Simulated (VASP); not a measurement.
Write the native input for VASP 6.6.1 that does the following.

```
Task                   : single point
Functional             : LDA
Potentials or basis    : VASP PAW LDA potentials, release 64 (Al, Ga_d, N)
Cutoff                 : 520 eV
k mesh                 : 8 × 8 × 6
Occupations            : gaussian, width 0.05 eV
Spin                   : no spin polarisation
Dipole correction      : no
Further INCAR settings : ALGO = Normal; EDIFF = 1e-06; NBANDS = 21
```

The structure of AlGaN2 lies in POSCAR:

```
AlGaN2
1.0
    3.0937638930      0.0000000000      0.0000000000
    0.0000000000      3.0937638930      0.0000000000
    0.0000000000      0.0000000000      4.4901955091
Al Ga N
1 1 2
Direct
    0.5000000000      0.5000000000      0.5000000000
    0.0000000000      0.0000000000      0.0000000000
    0.5000000000      0.0000000000      0.7382648100
    0.0000000000      0.5000000000      0.2617351900
```

This cell differs from its parent crystal: strain -0.015 along x and y, +0.015 along z.

The input as run:

INCAR

```
PREC = Accurate ; ENCUT = 520
EDIFF = 1E-6 ; ISMEAR = 0
SIGMA = 0.05 ; LREAL = False
LASPH = True ; NELM = 100
ALGO = Normal ; ISIF = 2
LWAVE = False ; LCHARG = True
LELF = True ; LVHAR = True
NBANDS = 21
```

KPOINTS

```
Automatic mesh
0
Gamma
  8 8 6
```

Potentials or basis: VASP PAW LDA potentials, release 64 (Al, Ga_d, N).

Launch:

```console
$ cat potpaw_LDA.64/Al/POTCAR potpaw_LDA.64/Ga_d/POTCAR potpaw_LDA.64/N/POTCAR > POTCAR
$ mpirun -np 1 vasp_std > vasp.out
```

It gave:

| Quantity | Value |
| --- | --- |
| Pressure | -1.2 GPa |
| Largest force | 0.229 eV/Å |
| Band gap on the k mesh | 2.93 eV, direct |

Caveat: the cell differs from its parent crystal (strain -0.015 along x and y, +0.015 along z).

Run time: 25 s on 1 thread of Intel Xeon 6975P-C, on a shared host, peak memory 0.17 GiB.
